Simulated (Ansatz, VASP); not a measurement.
Mg2Te3O in VASP and in Ansatz

```
Mg Te O
1.0
     3.11125    0.00000    0.00000
     0.00000    3.11125    0.00000
     0.00000    0.00000   15.23732
Mg Te O
2 3 1
Cartesian
  0.0000 0.0000 1.6800
  1.5556 1.5556 7.1992
  0.0000 0.0000 9.3128
  0.0000 0.0000 5.0754
  1.5556 1.5556 13.1158
  1.5556 1.5556 1.7102
```

Change from the starting cell: species swapped into the Dy2CuAg3 type (P4mm, No. 99).

Alike in both runs: functional PBE; k mesh 6 × 6 × 2; occupations gaussian, width 0.1 eV; no spin polarisation.

Ansatz relaxed the structure, and its values are those at the end. VASP's run is a single point on that final structure, the one shown.

|  | VASP | Ansatz |
| --- | --- | --- |
| version | VASP 6.6.1 | Ansatz 0.2.0 |
| potentials or method | VASP PAW PBE potentials, release 64 (Mg, Te, O), cutoff 520 eV | scalar-relativistic, plane waves, PAW |
| valence electrons in the cell | 28 | 74 |

```csv
,VASP,Ansatz,Ansatz less VASP
gap on the k mesh at the Fermi level (eV),none,none,-
pressure (GPa),-0.1,0.0,+0.11
rms of the force components (eV/Å),0.013,0.012,-0.0014
```

A gap of «none» marks a metal or a gap that the smearing closes. VASP's potentials hold 28 valence electrons a cell and Ansatz's 74, so a difference there can come from the potentials and not from the codes.

Neither program's run includes spin-orbit coupling.
